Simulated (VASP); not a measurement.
# GdN (Fm-3m) in VASP: further runs

The runs below take GdN through electric field gradients, with PBE.

Program: VASP 6.6.1. These are calculated values, not measurements. Logs are shortened: lines on timing, memory, paths and dates and some standing lists are left out, and cuts for length are marked.

### 1 The cell of the first run

The structure is cubic, space group Fm-3m (No. 225). Conventional cell: a = 4.898 Å, b = 4.898 Å, c = 4.898 Å, α = 90.00°, β = 90.00°, γ = 90.00°. Within 3.2 Å of Gd (site symmetry m-3m) lie 6 N at 2.45 Å. N (site symmetry m-3m) has 6 Gd at 2.45 Å within 3.2 Å.

### 2 Electric field gradients, PBE, collinear spin, ferromagnetic start (14.69 Å³/atom)

INCAR

```
ALGO = Normal
EDIFF = 1E-8
ENCUT = 520
GGA = PE
ISIF = 2
ISMEAR = -1
ISPIN = 2
LASPH = True
LCHARG = False
LEFG = True
LMAXMIX = 6
LORBIT = 11
LREAL = False
LWAVE = False
MAGMOM = 7 0
NBANDS = 22
NELM = 150
PREC = Accurate
SIGMA = 0.05
```

KPOINTS

```
k-points
0
Gamma
  13 13 13
```

POSCAR

```
GdN
1.0
    0.0000000000      2.4489095286      2.4489095286
    2.4489095286      0.0000000000      2.4489095286
    2.4489095286      2.4489095286      0.0000000000
Gd N
1 1
Direct
    0.0000000000      0.0000000000      0.0000000000
    0.5000000000      0.5000000000      0.5000000000
```

Potentials or basis: VASP PAW PBE potentials, release 64 (Gd, N).

The run is started by

```
$ cat potpaw_PBE.64/Gd/POTCAR potpaw_PBE.64/N/POTCAR > POTCAR
$ mpirun -np 1 vasp_std > vasp.out
```

OUTCAR:

```text
EDIFF = 1E-8
   ENCUT = 520
   GGA = PE
   ISIF = 2
   ISMEAR = -1
   ISPIN = 2
   LASPH = True
   LORBIT = 11
   LREAL = False
   NELM = 150
   PREC = Accurate

 ion  position               nearest neighbor table
   1  0.000  0.000  0.000-   2 2.45   2 2.45   2 2.45   2 2.45   2 2.45   2 2.45
   2  0.500  0.500  0.500-   1 2.45   1 2.45   1 2.45   1 2.45   1 2.45   1 2.45

  LATTYP: Found a face centered cubic cell.
 ALAT       =     4.8978190572

  Lattice vectors:

 A1 = (   0.0000000000,   2.4489095286,   2.4489095286)
 A2 = (   2.4489095286,   0.0000000000,   2.4489095286)
 A3 = (   2.4489095286,   2.4489095286,   0.0000000000)

Analysis of symmetry for initial positions (statically):
=====================================================================
 Subroutine PRICEL returns:
 Original cell was already a primitive cell.

 Routine SETGRP: Setting up the symmetry group for a
 face centered cubic supercell.

 Subroutine GETGRP returns: Found 48 space group operations
 (whereof 48 operations were pure point group operations)
 out of a pool of 48 trial point group operations.

The static configuration has the point symmetry O_h .

Analysis of symmetry for dynamics (positions and initial velocities):
=====================================================================
 Subroutine PRICEL returns:
 Original cell was already a primitive cell.

 Routine SETGRP: Setting up the symmetry group for a
 face centered cubic supercell.

 Subroutine GETGRP returns: Found 48 space group operations
 (whereof 48 operations were pure point group operations)
 out of a pool of 48 trial point group operations.

The dynamic configuration has the point symmetry O_h .

Analysis of structural, dynamic, and magnetic symmetry:
=====================================================================
 Subroutine PRICEL returns:
 Original cell was already a primitive cell.

 Routine SETGRP: Setting up the symmetry group for a
 face centered cubic supercell.

 Subroutine GETGRP returns: Found 48 space group operations
 (whereof 48 operations were pure point group operations)
 out of a pool of 48 trial point group operations.

The overall configuration has the point symmetry O_h .

 Subroutine INISYM returns: Found 48 space group operations
 (whereof 48 operations are pure point group operations),
 and found     1 'primitive' translations

----------------------------------------------------------------------------------------

                                     Primitive cell

  volume of cell :      29.3730

  direct lattice vectors                    reciprocal lattice vectors
     0.000000000  2.448909529  2.448909529    -0.204172508  0.204172508  0.204172508
     2.448909529  0.000000000  2.448909529     0.204172508 -0.204172508  0.204172508
     2.448909529  2.448909529  0.000000000     0.204172508  0.204172508 -0.204172508

  length of vectors
     3.463281068  3.463281068  3.463281068     0.353637157  0.353637157  0.353637157

  position of ions in fractional coordinates (direct lattice)
     0.000000000  0.000000000  0.000000000
     0.500000000  0.500000000  0.500000000

  ion indices of the primitive-cell ions
   primitive index   ion index
                 1           1
                 2           2

----------------------------------------------------------------------------------------

 KPOINTS: k-points

Automatic generation of k-mesh.
 Grid dimensions read from file:
 generate k-points for:   13   13   13

 Generating k-lattice:

  Cartesian coordinates                     Fractional coordinates (reciprocal lattice)
    -0.015705578  0.015705578  0.015705578     0.076923077  0.000000000  0.000000000
[... 61 lines left out ...]
   EDIFFG = 0.1E-06   stopping-criterion for IOM
   NSW    =      0    number of steps for IOM
   IBRION =     -1    ionic relax: 0-MD 1-quasi-New 2-CG
   NFREE  =      0    steps in history (QN), initial steepest desc. (CG)
   ISIF   =      2    stress and relaxation
   ISYM   =      2    0-nonsym 1-usesym 2-fastsym
   POTIM  = 0.5000    time-step for ionic-motion
   TEBEG  =    0.0;   TEEND  =   0.0 temperature during run
   PSTRESS=    0.0 pullay stress
   NELECT =      23.0000    total number of electrons
   NUPDOWN=      -1.0000    fix difference up-down
   EMIN   =  10.00;   EMAX   =-10.00  energy-range for DOS
   EFERMI =   0.00;   METHOD = LEGACY
   ISMEAR =    -1;   SIGMA  =   0.05  broadening in eV -4-tet -1-fermi 0-gaus
   EFERMI_NEDOS =   21; number of points for ismear=-14 and -15
   IALGO  =     38    algorithm
   IMIX   =      4    mixing-type and parameters
     AMIX     =   0.40;   BMIX     =  1.00
     AMIX_MAG =   1.60;   BMIX_MAG =  1.00
  volume/ion in A,a.u.               =      14.69        99.11
  Fermi-wavevector in a.u.,A,eV,Ry     =   1.508926  2.851457 30.978543  2.276859
  Thomas-Fermi vector in A             =   2.619316
   LORBIT       =     11    0 simple, 1 ext, 2 COOP (PROOUT), +10 PAW based schemes
   GGA     = PE    functional components
   LHFCALC =     F    Hartree Fock is set to
   AEXX    =    0.0000 exact exchange contribution
   IVDW    =     0    specifies the selected vdW correction
   LEPSILON=     F    determine dielectric tensor
   LRPA    =     F    only Hartree local field effects (RPA)
 spin polarized calculation
  energy-cutoff  :      520.00
  volume of cell :       29.37
 maximum number of plane-waves:       817
 NGX is ok and might be reduce to    28
   NGX = 13   NGY = 13   NGZ = 13

 number of electron      22.9999998 magnetization       6.9983819

 Free energy of the ion-electron system (eV)
  ---------------------------------------------------
  ext. energy  EPLUGINS =         0.00000000
  ---------------------------------------------------
  free energy    TOTEN  =       -23.17370282 eV

  energy without entropy =      -23.17296525  energy(sigma->0) =      -23.17333404

 E-fermi :   4.3454     XC(G=0): -11.8643

 val. band max:        4.2876434758   @ k =   0.0769   0.0000   0.0000
 cond. band min:       4.3852633629   @ k =   0.0769   0.0769   0.0000
 fundamental gap:      0.0976198871
 Fermi energy:         4.3453930614

 spin component 1

 k-point     1 :       0.0000    0.0000    0.0000
  band No.  band energies     occupation
      1     -39.3556      1.00000
      2     -16.3017      1.00000
      3     -16.3017      1.00000
      4     -16.3017      1.00000
      5      -8.9720      1.00000
      6       0.7356      1.00000
[... 589 lines left out ...]
     21      14.7424      0.00000
     22      17.4638      0.00000

 [... further k-points ...]

 spin component 2

 k-point     1 :       0.0000    0.0000    0.0000
  band No.  band energies     occupation
      1     -36.2693      1.00000
      2     -14.0541      1.00000
      3     -14.0541      1.00000
      4     -14.0541      1.00000
      5      -8.9506      1.00000
      6       3.3133      1.00000
[... 589 lines left out ...]
     21      15.6891      0.00000
     22      18.5400      0.00000

 [... further k-points ...]

------------------------ aborting loop because EDIFF is reached ----------------------------------------

  FORCE on cell =-STRESS in cart. coord.  units (eV):
  Direction    XX          YY          ZZ          XY          YZ          ZX
  --------------------------------------------------------------------------------------
  -------------------------------------------------------------------------------------
  Total        1.5980923      1.5980923      1.5980923      0.0000000      0.0000000      0.0000000
  in kB       87.1694338     87.1694338     87.1694338      0.0000000      0.0000000      0.0000000
  external PRESSURE =      87.1694338 kB  Pullay stress =       0.0000000 kB

 VOLUME and BASIS-vectors are now :
 -----------------------------------------------------------------------------
  energy-cutoff  :      520.00
  volume of cell :       29.37
      direct lattice vectors                 reciprocal lattice vectors
     0.000000000  2.448909529  2.448909529    -0.204172508  0.204172508  0.204172508
     2.448909529  0.000000000  2.448909529     0.204172508 -0.204172508  0.204172508
     2.448909529  2.448909529  0.000000000     0.204172508  0.204172508 -0.204172508

 POSITION                                       TOTAL-FORCE (eV/Angst)
 -----------------------------------------------------------------------------------
      0.00000      0.00000      0.00000         0.000000     -0.000000      0.000000
      2.44891      2.44891      2.44891        -0.000000      0.000000     -0.000000
 -----------------------------------------------------------------------------------
    total drift:                                0.000000      0.000000      0.000000

  FREE ENERGIE OF THE ION-ELECTRON SYSTEM (eV)
  ---------------------------------------------------
  free  energy   TOTEN  =       -23.1737028242 eV

  energy  without entropy=      -23.1729652483  energy(sigma->0) =      -23.17333404

 Electric field gradients (V/A^2)
---------------------------------------------------------------------
 ion       V_xx      V_yy      V_zz      V_xy      V_xz      V_yz
---------------------------------------------------------------------
   1      -0.000    -0.000     0.000    -0.001    -0.001    -0.001
   2       0.000    -0.000    -0.000    -0.001    -0.001    -0.001
---------------------------------------------------------------------

 Electric field gradients after diagonalization (V/A^2)
 (convention: |V_zz| > |V_xx| > |V_yy|)
----------------------------------------------------------------------
 ion       V_xx      V_yy      V_zz     asymmetry (V_yy - V_xx)/ V_zz
----------------------------------------------------------------------
   1       0.001     0.001    -0.002       0.000
   2       0.001     0.001    -0.002       0.000
----------------------------------------------------------------------

           NMR quadrupolar parameters

 Cq : quadrupolar parameter    Cq=e*Q*V_zz/h
 eta: asymmetry parameters     (V_yy - V_xx)/ V_zz
 Q  : nuclear electric quadrupole moment in mb (millibarn)
----------------------------------------------------------------------
 ion       Cq(MHz)       eta       Q (mb)
----------------------------------------------------------------------
   1      -0.000       0.000       1.000
   2      -0.000       0.000       1.000
----------------------------------------------------------------------

 total charge

# of ion       s       p       d       f       tot
--------------------------------------------------
    1        2.037   5.673   0.569   6.998  15.277
    2        1.253   2.409   0.000   0.000   3.663
--------------------------------------------------
tot          3.291   8.083   0.569   6.998  18.940

 magnetization (x)

# of ion       s       p       d       f       tot
--------------------------------------------------
    1       -0.005  -0.080   0.090   6.797   6.802
    2       -0.008  -0.084   0.000   0.000  -0.091
--------------------------------------------------
tot         -0.013  -0.163   0.090   6.797   6.711
```

Run time: 6.9 min. Hardware: 1 thread of Intel Xeon Platinum 8488C (Sapphire Rapids), shared host; peak memory 0.25 GiB.

What came out:

```yaml
Free_energy: -23.1737 eV
Pressure: 8.7 GPa
Band_gap_on_the_k_mesh: zero (filled and empty bands overlap)
Net_moment: 7.00 μB per cell
Site_moments: Gd +6.80; N -0.09 μB
Largest_electric_field_gradient_by_atom: under 0.05 V/Å² on every atom
Valence_electrons_inside_the_program's_atomic_spheres: Gd 15.28; N 3.66
```

Caveat: the cell stands under pressure; spin-orbit coupling is left out, which moves the levels of the heavy elements; a cell with one magnetic atom can't hold antiferromagnetic order, which such compounds often take; semilocal functionals describe open f shells poorly, which spoils levels, moments and volumes. The state reached can hang on the start; a lower one may exist.

[end of part 1 of 3]

The gap in the log of VASP goes by the Fermi energy; the results here count the filled bands.